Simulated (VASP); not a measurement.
# LuH2 (Fm-3m) in VASP: further runs

The runs below take LuH2 through single point, relaxation of cell and atoms, with LDA.

All numbers are computed with VASP 6.6.1; they aren't measurements. Logs are shortened: lines on timing, memory, paths and dates and some standing lists are left out, and cuts for length are marked.

## (1) The cell of the first run

It takes space group Fm-3m (No. 225, cubic). Conventional cell: a = 4.839 Å, b = 4.839 Å, c = 4.839 Å, α = 90.00°, β = 90.00°, γ = 90.00°. Lu (site symmetry m-3m) has 8 H at 2.10 Å within 2.8 Å. H (site symmetry -43m) has 4 Lu at 2.10 Å and 6 H at 2.42 Å within 2.8 Å.

## (2) Single point, LDA

File INCAR:

```
SYSTEM = LuH2
ALGO = Normal ; EDIFF = 1E-6
ENCUT = 520 ; GGA = CA
ISIF = 2 ; ISMEAR = -1
LASPH = .True. ; LCHARG = .False.
LREAL = .False. ; LWAVE = .False.
NBANDS = 20 ; NELM = 100
PREC = Accurate ; SIGMA = 0.1
```

File KPOINTS:

```
k-points
0
Gamma
  9 9 9
  0 0 0
```

File POSCAR:

```
LuH2
1.0
    0.0000000000      2.4195306153      2.4195306153
    2.4195306153      0.0000000000      2.4195306153
    2.4195306153      2.4195306153      0.0000000000
Lu H
1 2
Direct
    0.0000000000      0.0000000000      0.0000000000
    0.2500000000      0.2500000000      0.2500000000
    0.7500000000      0.7500000000      0.7500000000
```

Potentials or basis: VASP PAW PBE potentials, release 64 (Lu, H).

Command:

```sh
$ cat potpaw_PBE.64/Lu/POTCAR potpaw_PBE.64/H/POTCAR > POTCAR
$ mpirun -np 1 vasp_std > vasp.out
```

OUTCAR:

```text
SYSTEM = LuH2
   EDIFF = 1E-6
   ENCUT = 520
   GGA = CA
   ISIF = 2
   ISMEAR = -1
   LASPH = .True.
   LREAL = .False.
   NELM = 100
   PREC = Accurate

 ion  position               nearest neighbor table
   1  0.000  0.000  0.000-   2 2.10   3 2.10   3 2.10   3 2.10   3 2.10   2 2.10   2 2.10   2 2.10

   2  0.250  0.250  0.250-   1 2.10   1 2.10   1 2.10   1 2.10
   3  0.750  0.750  0.750-   1 2.10   1 2.10   1 2.10   1 2.10

  LATTYP: Found a face centered cubic cell.
 ALAT       =     4.8390612306

  Lattice vectors:

 A1 = (   0.0000000000,   2.4195306153,   2.4195306153)
 A2 = (   2.4195306153,   0.0000000000,   2.4195306153)
 A3 = (   2.4195306153,   2.4195306153,   0.0000000000)

Analysis of symmetry for initial positions (statically):
=====================================================================
 Subroutine PRICEL returns:
 Original cell was already a primitive cell.

 Routine SETGRP: Setting up the symmetry group for a
 face centered cubic supercell.

 Subroutine GETGRP returns: Found 48 space group operations
 (whereof 48 operations were pure point group operations)
 out of a pool of 48 trial point group operations.

The static configuration has the point symmetry O_h .

Analysis of symmetry for dynamics (positions and initial velocities):
=====================================================================
 Subroutine PRICEL returns:
 Original cell was already a primitive cell.

 Routine SETGRP: Setting up the symmetry group for a
 face centered cubic supercell.

 Subroutine GETGRP returns: Found 48 space group operations
 (whereof 48 operations were pure point group operations)
 out of a pool of 48 trial point group operations.

The dynamic configuration has the point symmetry O_h .

 Subroutine INISYM returns: Found 48 space group operations
 (whereof 48 operations are pure point group operations),
 and found     1 'primitive' translations

----------------------------------------------------------------------------------------

                                     Primitive cell

  volume of cell :      28.3285

  direct lattice vectors                    reciprocal lattice vectors
     0.000000000  2.419530615  2.419530615    -0.206651653  0.206651653  0.206651653
     2.419530615  0.000000000  2.419530615     0.206651653 -0.206651653  0.206651653
     2.419530615  2.419530615  0.000000000     0.206651653  0.206651653 -0.206651653

  length of vectors
     3.421733011  3.421733011  3.421733011     0.357931162  0.357931162  0.357931162

  position of ions in fractional coordinates (direct lattice)
     0.000000000  0.000000000  0.000000000
     0.250000000  0.250000000  0.250000000
     0.750000000  0.750000000  0.750000000

  ion indices of the primitive-cell ions
   primitive index   ion index
                 1           1
                 2           2
                 3           3

----------------------------------------------------------------------------------------

 KPOINTS: k-points

Automatic generation of k-mesh.
 Grid dimensions read from file:
 generate k-points for:    9    9    9

 Generating k-lattice:

  Cartesian coordinates                     Fractional coordinates (reciprocal lattice)
    -0.022961295  0.022961295  0.022961295     0.111111111  0.000000000  0.000000000
     0.022961295 -0.022961295  0.022961295     0.000000000  0.111111111  0.000000000
     0.022961295  0.022961295 -0.022961295     0.000000000  0.000000000  0.111111111

  Length of vectors
     0.039770129  0.039770129  0.039770129

  Shift w.r.t. Gamma in fractional coordinates (k-lattice)
     0.000000000  0.000000000  0.000000000

 Subroutine IBZKPT returns following result:
 ===========================================

 Found     35 irreducible k-points:

 Following reciprocal coordinates:
            Coordinates               Weight
  0.000000  0.000000  0.000000      1.000000
  0.111111  0.000000  0.000000      8.000000
  0.222222  0.000000  0.000000      8.000000
  0.333333  0.000000  0.000000      8.000000
  0.444444  0.000000  0.000000      8.000000
  0.111111  0.111111  0.000000      6.000000
[... 16 lines left out ...]
 -0.333333  0.333333  0.000000     12.000000
  0.444444  0.444444  0.000000      6.000000
 [... further k-points ...]
   k-points           NKPTS =     35   k-points in BZ     NKDIM =     35   number of bands    NBANDS=     20
   number of dos      NEDOS =    301   number of ions     NIONS =      3
   total plane-waves  NPLWV =  21952
   dimension x,y,z NGX =    28 NGY =   28 NGZ =   28
   dimension x,y,z NGXF=    56 NGYF=   56 NGZF=   56
   ions per type =               1   2
   NGX,Y,Z   is equivalent  to a cutoff of  13.60, 13.60, 13.60 a.u.
   NGXF,Y,Z  is equivalent  to a cutoff of  27.21, 27.21, 27.21 a.u.
 SYSTEM =  LuH2
   PREC   = accura    normal or accurate (medium, high low for compatibility)
   ISTART =      0    job   : 0-new  1-cont  2-samecut
   ICHARG =      2    charge: 1-file 2-atom 10-const
   ISPIN  =      1    spin polarized calculation?
   LNONCOLLINEAR =      F non collinear calculations
   LSORBIT =      F    spin-orbit coupling
   LASPH  =      T    aspherical Exc in radial PAW
   ENCUT  =  520.0 eV  38.22 Ry    6.18 a.u.   6.36  6.36  6.36*2*pi/ulx,y,z
   NELM   =    100;   NELMIN=  2; NELMDL= -5     # of ELM steps
   EDIFF  = 0.1E-05   stopping-criterion for ELM
   LREAL  =      F    real-space projection
   EDIFFG = 0.1E-04   stopping-criterion for IOM
   NSW    =      0    number of steps for IOM
   IBRION =     -1    ionic relax: 0-MD 1-quasi-New 2-CG
   NFREE  =      0    steps in history (QN), initial steepest desc. (CG)
   ISIF   =      2    stress and relaxation
   ISYM   =      2    0-nonsym 1-usesym 2-fastsym
   POTIM  = 0.5000    time-step for ionic-motion
   TEBEG  =    0.0;   TEEND  =   0.0 temperature during run
   PSTRESS=    0.0 pullay stress
   NELECT =      27.0000    total number of electrons
   NUPDOWN=      -1.0000    fix difference up-down
   EMIN   =  10.00;   EMAX   =-10.00  energy-range for DOS
   EFERMI =   0.00;   METHOD = LEGACY
   ISMEAR =    -1;   SIGMA  =   0.10  broadening in eV -4-tet -1-fermi 0-gaus
   EFERMI_NEDOS =   21; number of points for ismear=-14 and -15
   IALGO  =     38    algorithm
   IMIX   =      4    mixing-type and parameters
     AMIX     =   0.40;   BMIX     =  1.00
     AMIX_MAG =   1.60;   BMIX_MAG =  1.00
  volume/ion in A,a.u.               =       9.44        63.72
  Fermi-wavevector in a.u.,A,eV,Ry     =   1.611097  3.044531 35.315729  2.595633
  Thomas-Fermi vector in A             =   2.706542
   LORBIT       =      0    0 simple, 1 ext, 2 COOP (PROOUT), +10 PAW based schemes
   GGA     = CA    functional components
   LHFCALC =     F    Hartree Fock is set to
   AEXX    =    0.0000 exact exchange contribution
   IVDW    =     0    specifies the selected vdW correction
   LEPSILON=     F    determine dielectric tensor
   LRPA    =     F    only Hartree local field effects (RPA)
 non-spin polarized calculation
  energy-cutoff  :      520.00
  volume of cell :       28.33
 maximum number of plane-waves:       775
 NGX is ok and might be reduce to    28
   NGX = 13   NGY = 13   NGZ = 13

 number of electron      27.0000006 magnetization

 Free energy of the ion-electron system (eV)
  ---------------------------------------------------
  ext. energy  EPLUGINS =         0.00000000
  ---------------------------------------------------
  free energy    TOTEN  =       -14.04866744 eV

  energy without entropy =      -14.02704238  energy(sigma->0) =      -14.03785491

 E-fermi :   2.7359     XC(G=0): -11.9833

 val. band max:        2.6200314985   @ k =   0.4444   0.2222   0.0000
 cond. band min:       2.7428629564   @ k =  -0.3333   0.2222   0.0000
 fundamental gap:      0.1228314579
 Fermi energy:         2.7359399154

 k-point     1 :       0.0000    0.0000    0.0000
  band No.  band energies     occupation
      1     -52.6976      2.00000
      2     -23.3541      2.00000
      3     -23.3541      2.00000
      4     -23.3541      2.00000
      5      -6.8615      2.00000
      6      -2.2898      2.00000
[... 12 lines left out ...]
     19      13.8737      0.00000
     20      16.0496      0.00000

 k-point     2 :       0.1111    0.0000    0.0000
  band No.  band energies     occupation
      1     -52.6929      2.00000
      2     -23.4401      2.00000
      3     -23.3642      2.00000
      4     -23.3642      2.00000
      5      -6.5298      2.00000
      6      -2.3008      2.00000
[... 12 lines left out ...]
     19      12.6032      0.00000
     20      16.8200      0.00000

 k-point     3 :       0.2222    0.0000    0.0000
  band No.  band energies     occupation
      1     -52.6810      2.00000
      2     -23.6503      2.00000
      3     -23.3895      2.00000
      4     -23.3895      2.00000
      5      -5.6651      2.00000
      6      -2.3263      2.00000
[... 12 lines left out ...]
     19      11.6645      0.00000
     20      15.8441      0.00000

 k-point     4 :       0.3333    0.0000    0.0000
  band No.  band energies     occupation
      1     -52.6675      2.00000
      2     -23.8777      2.00000
      3     -23.4180      2.00000
      4     -23.4180      2.00000
      5      -4.6924      2.00000
      6      -2.3158      2.00000
[... 12 lines left out ...]
     19      12.6051      0.00000
     20      13.2023      0.00000

 k-point     5 :       0.4444    0.0000    0.0000
  band No.  band energies     occupation
      1     -52.6586      2.00000
      2     -24.0202      2.00000
      3     -23.4365      2.00000
      4     -23.4365      2.00000
      5      -4.1834      2.00000
      6      -2.2403      2.00000
[... 12 lines left out ...]
     19      10.6076      0.00000
     20      15.3009      0.00000
[... 353 lines left out ...]
      6      -2.5660      2.00000
[... 12 lines left out ...]
     19      12.8742      0.00000
     20      13.5298      0.00000

 k-point    22 :      -0.4444    0.3333    0.0000
  band No.  band energies     occupation
      1     -52.6461      2.00000
      2     -23.9294      2.00000
      3     -23.6893      2.00000
      4     -23.5370      2.00000
      5      -2.7086      2.00000
      6      -2.2571      2.00000
[... 12 lines left out ...]
     19      13.2380      0.00000
     20      13.5081      0.00000

 k-point    23 :      -0.3333    0.3333    0.0000
  band No.  band energies     occupation
      1     -52.6474      2.00000
      2     -23.8213      2.00000
      3     -23.8087      2.00000
      4     -23.5030      2.00000
      5      -2.7808      2.00000
      6      -2.2747      2.00000
[... 12 lines left out ...]
     19      12.2528      0.00000
     20      14.3244      0.00000

 k-point    24 :       0.4444    0.4444    0.0000
  band No.  band energies     occupation
      1     -52.6458      2.00000
      2     -24.0062      2.00000
      3     -23.5730      2.00000
      4     -23.5730      2.00000
      5      -2.8022      2.00000
      6      -2.2434      2.00000
[... 12 lines left out ...]
     19      11.2151      0.00000
     20      11.5169      0.00000

 [... further k-points ...]

------------------------ aborting loop because EDIFF is reached ----------------------------------------

  FORCE on cell =-STRESS in cart. coord.  units (eV):
  Direction    XX          YY          ZZ          XY          YZ          ZX
  --------------------------------------------------------------------------------------
  -------------------------------------------------------------------------------------
  Total        1.0176058      1.0176058      1.0176058     -0.0000000     -0.0000000      0.0000000
  in kB       57.5528464     57.5528464     57.5528464     -0.0000000     -0.0000000      0.0000000
  external PRESSURE =      57.5528464 kB  Pullay stress =       0.0000000 kB

 VOLUME and BASIS-vectors are now :
 -----------------------------------------------------------------------------
  energy-cutoff  :      520.00
  volume of cell :       28.33
      direct lattice vectors                 reciprocal lattice vectors
     0.000000000  2.419530615  2.419530615    -0.206651653  0.206651653  0.206651653
     2.419530615  0.000000000  2.419530615     0.206651653 -0.206651653  0.206651653
     2.419530615  2.419530615  0.000000000     0.206651653  0.206651653 -0.206651653

 POSITION                                       TOTAL-FORCE (eV/Angst)
 -----------------------------------------------------------------------------------
      0.00000      0.00000      0.00000         0.000000      0.000000      0.000000
      1.20977      1.20977      1.20977        -0.000000      0.000000     -0.000000
      3.62930      3.62930      3.62930        -0.000000     -0.000000      0.000000
 -----------------------------------------------------------------------------------
    total drift:                               -0.000000     -0.000000      0.000000

  FREE ENERGIE OF THE ION-ELECTRON SYSTEM (eV)
  ---------------------------------------------------
  free  energy   TOTEN  =       -14.0486674362 eV

  energy  without entropy=      -14.0270423776  energy(sigma->0) =      -14.03785491
```

Run time: 22 s. Hardware: 1 thread of Intel Xeon 8259CL, shared host; peak memory 0.14 GiB.

What came out:

```
Free energy            : -14.0487 eV
Pressure               : 5.8 GPa
Band gap on the k mesh : zero (an odd number of electrons rules out a gap without spin polarisation)
```

Caveat: the cell stands under pressure; the PAW data sets were made with another functional, which shifts forces and pressure a little; spin-orbit coupling is left out, which moves the levels of the heavy elements.

## (3) Single point, LDA

This run uses another cell than the first one, of 9.87 Å³/atom.

File INCAR:

```
ALGO = Normal
EDIFF = 1E-7
ENCUT = 520
GGA = CA
ISIF = 2
ISMEAR = -1
LASPH = True
LCHARG = False
LREAL = False
LWAVE = False
NBANDS = 20
NELM = 60
PREC = Accurate
SIGMA = 0.1
```

File KPOINTS:

```
k-points
0
Gamma
  9 9 9
```

File POSCAR:

```
LuH2
1.0
    0.0000000000      2.4554461613      2.4554461613
    2.4554461613      0.0000000000      2.4554461613
    2.4554461613      2.4554461613      0.0000000000
Lu H
1 2
Direct
    0.0000000000      0.0000000000      0.0000000000
    0.2500000000      0.2500000000      0.2500000000
    0.7500000000      0.7500000000      0.7500000000
```

Potentials or basis: VASP PAW PBE potentials, release 64 (Lu, H).

Command:

```sh
$ cat potpaw_PBE.64/Lu/POTCAR potpaw_PBE.64/H/POTCAR > POTCAR
$ mpirun -np 1 vasp_std > vasp.out
```

OUTCAR:

```text
EDIFF = 1E-7
   ENCUT = 520
   GGA = CA
   ISIF = 2
   ISMEAR = -1
   LASPH = True
   LREAL = False
   NELM = 60
   PREC = Accurate

 ion  position               nearest neighbor table
   1  0.000  0.000  0.000-   2 2.13   3 2.13   3 2.13   3 2.13   3 2.13   2 2.13   2 2.13   2 2.13

   2  0.250  0.250  0.250-   1 2.13   1 2.13   1 2.13   1 2.13
   3  0.750  0.750  0.750-   1 2.13   1 2.13   1 2.13   1 2.13

  LATTYP: Found a face centered cubic cell.
 ALAT       =     4.9108923226
[... 745 lines left out ...]

  FORCE on cell =-STRESS in cart. coord.  units (eV):
  Direction    XX          YY          ZZ          XY          YZ          ZX
  --------------------------------------------------------------------------------------
  -------------------------------------------------------------------------------------
  Total        0.1105268      0.1105268      0.1105268     -0.0000000      0.0000000      0.0000000
  in kB        5.9807699      5.9807699      5.9807699     -0.0000000      0.0000000      0.0000000
  external PRESSURE =       5.9807699 kB  Pullay stress =       0.0000000 kB

 VOLUME and BASIS-vectors are now :
 -----------------------------------------------------------------------------
  energy-cutoff  :      520.00
  volume of cell :       29.61
      direct lattice vectors                 reciprocal lattice vectors
     0.000000000  2.455446161  2.455446161    -0.203628981  0.203628981  0.203628981
     2.455446161  0.000000000  2.455446161     0.203628981 -0.203628981  0.203628981
     2.455446161  2.455446161  0.000000000     0.203628981  0.203628981 -0.203628981

 POSITION                                       TOTAL-FORCE (eV/Angst)
 -----------------------------------------------------------------------------------
      0.00000      0.00000      0.00000        -0.000000      0.000000      0.000000
      1.22772      1.22772      1.22772        -0.000000      0.000000      0.000000
      3.68317      3.68317      3.68317         0.000000     -0.000000     -0.000000
 -----------------------------------------------------------------------------------
    total drift:                               -0.000000     -0.000000      0.000000

  FREE ENERGIE OF THE ION-ELECTRON SYSTEM (eV)
  ---------------------------------------------------
  free  energy   TOTEN  =       -14.0751001098 eV

  energy  without entropy=      -14.0530388374  energy(sigma->0) =      -14.06406947
```

OSZICAR:

```text
N       E                     dE             d eps       ncg     rms          rms(c)
DAV:   1     0.940305744427E+02    0.94031E+02   -0.10844E+04  1768   0.445E+03
DAV:   2    -0.676652092320E+01   -0.10080E+03   -0.97705E+02  1536   0.418E+02
DAV:   3    -0.146288228653E+02   -0.78623E+01   -0.77842E+01  1564   0.799E+01
DAV:   4    -0.148967163416E+02   -0.26789E+00   -0.26653E+00  1988   0.128E+01
DAV:   5    -0.149031517082E+02   -0.64354E-02   -0.64345E-02  1664   0.175E+00    0.721E+00
DAV:   6    -0.142323845338E+02    0.67077E+00   -0.12562E+00  2236   0.284E+01    0.349E+00
DAV:   7    -0.140792702564E+02    0.15311E+00   -0.30107E-01  2136   0.580E+00    0.834E-01
DAV:   8    -0.140747471431E+02    0.45231E-02   -0.38716E-02  2176   0.151E+00    0.222E-01
DAV:   9    -0.140750474584E+02   -0.30032E-03   -0.20154E-03  2216   0.521E-01    0.678E-02
DAV:  10    -0.140750996533E+02   -0.52195E-04   -0.14370E-04  2300   0.140E-01    0.277E-02
DAV:  11    -0.140751003497E+02   -0.69643E-06   -0.13355E-05  1576   0.330E-02    0.475E-03
DAV:  12    -0.140751000582E+02    0.29147E-06   -0.98509E-07  2188   0.310E-02    0.179E-03
DAV:  13    -0.140751001098E+02   -0.51592E-07   -0.13877E-07  1356   0.724E-03
   1 F= -.14075100E+02 E0= -.14064069E+02  d E =-.220613E-01
```

Run time: 26 s. Hardware: 1 thread of Intel Xeon 8259CL, shared host; peak memory 0.14 GiB.

What came out:

```yaml
Free_energy: -14.0751 eV
Pressure: 0.6 GPa
Band_gap_on_the_k_mesh: zero (an odd number of electrons rules out a gap without spin polarisation)
```

Caveat: the PAW data sets were made with another functional, which shifts forces and pressure a little; spin-orbit coupling is left out, which moves the levels of the heavy elements.

(Part 1 of 2 ends here.)
